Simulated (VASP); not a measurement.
Write the native input for VASP 6.6.1 that does the following.

```
Task                   : single point
Functional             : PBE
Potentials or basis    : VASP PAW PBE potentials, release 64 (Ge_d, Mo_sv)
Cutoff                 : 520 eV
k mesh                 : 6 × 6 × 1
Occupations            : gaussian, width 0.1 eV
Spin                   : no spin polarisation
Dipole correction      : yes
Further INCAR settings : ALGO = Normal; EDIFF = 1e-07; NBANDS = 28
```

The structure of GeMo2 lies in POSCAR:

```
GeMo2
1.0
    2.9162789591      0.0000000000      0.0000000000
    0.0000000000      2.9162789591      0.0000000000
    0.0000000000      0.0000000000     29.7022361200
Ge Mo
1 2
Direct
    0.5000000000      0.5000000000      0.2861737401
    0.0000000000      0.0000000000      0.3382179270
    0.0000000000      0.0000000000      0.2341295532
```

The input as run:

INCAR

```
ALGO = Normal
DIPOL = 0.5 0.5 0.286
EDIFF = 1E-7
ENCUT = 520
GGA = PE
IDIPOL = 3
ISIF = 2
ISMEAR = 0
LASPH = True
LCHARG = False
LDIPOL = True
LREAL = False
LWAVE = False
NBANDS = 28
NELM = 60
PREC = Accurate
SIGMA = 0.1
```

KPOINTS

```
k-points
0
Gamma
  6 6 1
```

Potentials or basis: VASP PAW PBE potentials, release 64 (Ge_d, Mo_sv).

Launch:

```sh
$ cat potpaw_PBE.64/Ge_d/POTCAR potpaw_PBE.64/Mo_sv/POTCAR > POTCAR
$ mpirun -np 1 vasp_std > vasp.out
```

It gave:

The largest force is 0.021 eV/Å. The band gap on the k mesh is zero (band 21 reaches -0.47 eV, above the bottom of band 22 at -1.86 eV).

Wall time 110 s on 1 thread of AMD EPYC 7R13 Processor (Zen 3), on a shared host, peak memory 0.34 GiB.
